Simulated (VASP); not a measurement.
WBrF3, 5 atoms in the cell. It takes space group Pm-3m (No. 221, cubic). The conventional cell has a = 4.263 Å, b = 4.263 Å, c = 4.263 Å, α = 90.00°, β = 90.00°, γ = 90.00°. W (site symmetry m-3m) has 6 F at 2.13 Å within 2.8 Å. Within 4.0 Å of Br (site symmetry m-3m) lie 12 F at 3.01 Å and 8 W at 3.69 Å. F (site symmetry 4/mmm) has 2 W at 2.13 Å within 2.8 Å. The cell was built from a structure type or drawn by symmetry, and may not be a known phase.

```yaml
Program: VASP 6.6.1
Task: relaxation of cell and atoms
Functional: PBE
Potentials_or_basis: VASP PAW PBE potentials, release 64 (W_sv, Br, F)
Cutoff: 600 eV
k_mesh: 4 × 4 × 4
Occupations: gaussian, width 0.1 eV
Spin: collinear spin
Starting_moments: "[1.29, -0.24, 0.05, 0.05, 0.05] μB"
Dipole_correction: no
Further_INCAR_settings: ALGO = Normal; EDIFF = 1e-07; IBRION = 2; EDIFFG = -0.04; NSW = 90; ISIF = 3
```

Potentials or basis: VASP PAW PBE potentials, release 64 (W_sv, Br, F).

Command:

```sh
$ cat potpaw_PBE.64/W_sv/POTCAR potpaw_PBE.64/Br/POTCAR potpaw_PBE.64/F/POTCAR > POTCAR
$ mpirun -np 1 vasp_std > vasp.out
```

Hardware: 1 thread of AMD EPYC 7R13 Processor (Zen 3), with other jobs on the host.

Problem. Estimate the wall time of this run.

Solution. Wall time 120 s on 1 thread of AMD EPYC 7R13 Processor (Zen 3) (shared host), peak memory 0.24 GiB. Counts: scf iterations 50, k points 10, ion steps 3.
